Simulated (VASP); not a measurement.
# Ge: single point with r2SCAN

Crystal: Ge.

```
Ge
1.0
     3.00767    3.00767    0.00000
    -3.00767    3.00767    0.00000
     0.00000    0.00000    5.47056
Ge
4
Direct
  0.50000 0.50000 0.50000
  0.50000 0.00000 0.25000
  0.00000 0.00000 0.00000
  0.00000 0.50000 0.75000
```

This cell differs from its parent crystal: biaxial strain in the a-b plane: +6.0 %.

| Quantity | Value |
| --- | --- |
| Program | VASP 6.6.1 |
| Task | single point |
| Functional | r2SCAN |
| Potentials or basis | VASP PAW PBE potentials, release 64 (Ge_d) |
| Cutoff | 520 eV |
| k mesh | 10 × 10 × 6 |
| Occupations | gaussian, width 0.02 eV |
| Spin | no spin polarisation |

```json
{
  "Pressure": "-4.6 GPa",
  "Band gap on the k mesh": "zero (bands 28 and 29 overlap by 0.02 eV)"
}
```

Stress tensor (GPa, compression positive):
```
-6.55  0.00  0.00
 0.00 -6.55  0.00
 0.00  0.00 -0.70
```

Levels at points of the mesh, in eV from the Fermi level:
| k point | band 26 | band 27 | band 28 | band 29 | band 30 | band 31 |
| --- | --- | --- | --- | --- | --- | --- |
| (0.00, 0.00, 0.00) | -0.54 | -0.26 | -0.26 | 0.40 | 0.57 | 0.57 |
| (0.50, 0.00, 0.00) | -3.31 | -1.88 | -1.88 | 1.54 | 1.54 | 4.94 |
| (0.50, 0.50, 0.00) | -2.71 | -2.71 | -2.71 | 1.29 | 1.29 | 1.29 |
| (0.00, 0.00, 0.50) | -2.26 | -2.26 | -2.26 | 0.68 | 0.68 | 2.86 |
| (0.50, 0.00, 0.50) | -1.75 | -1.01 | -1.01 | -0.01 | -0.01 | 3.66 |
| (0.50, 0.50, 0.50) | -3.67 | -3.67 | -3.67 | 5.00 | 5.00 | 5.00 |

Wall time 4.6 min on 1 thread of Intel(R) Xeon(R) 6975P-C (Granite Rapids), with other jobs on the host, peak memory 0.34 GiB.

Caveat: the cell differs from its parent crystal (biaxial strain in the a-b plane: +6.0 %); the cell stands under tension; semilocal functionals underestimate gaps, so a narrow gap can read as zero; the PAW data sets were made with another functional, which shifts forces and pressure a little.
